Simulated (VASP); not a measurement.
**AsSe4: single point with PBE**

The system is AsSe4.

```
As Se
1.0
    -3.13382    3.13382    3.13382
     3.13382   -3.13382    3.13382
     3.13382    3.13382   -3.13382
As Se
1 4
Direct
  0.00000 0.00000 0.00000
  0.50000 0.50000 0.50000
  0.50000 0.00000 0.00000
  0.00000 0.00000 0.50000
  0.00000 0.50000 0.00000
```

The cell was built from a structure type or drawn by symmetry, and may not be a known phase.

```json
{"Program": "VASP 6.6.1", "Task": "single point", "Functional": "PBE", "Potentials or basis": "VASP PAW PBE potentials, release 64 (As, Se)", "Cutoff": "520 eV", "k mesh": "8 × 8 × 8", "Occupations": "gaussian, width 0.1 eV", "Spin": "no spin polarisation", "Dipole correction": "no", "Further INCAR settings": "ALGO = Normal; EDIFF = 1e-07; NBANDS = 22"}
```

The pressure is 0.0 GPa and the band gap on the k mesh is zero (an odd number of electrons rules out a gap without spin polarisation).

Levels at points of the mesh, in eV from the Fermi level:
```csv
k point,band 12,band 13,band 14,band 15,band 16,band 17
"(0.00, 0.00, 0.00)",-0.02,-0.02,-0.02,1.33,2.20,2.20
"(0.50, 0.00, 0.00)",-2.07,-1.14,-1.14,-0.99,-0.26,0.92
"(0.50, 0.50, 0.50)",-0.57,-0.57,-0.57,0.78,0.78,0.78
```

Wall time 38 s on 1 thread of AMD EPYC 9R45 96-Core Processor (Zen 5), with other jobs on the host, peak memory 0.24 GiB.
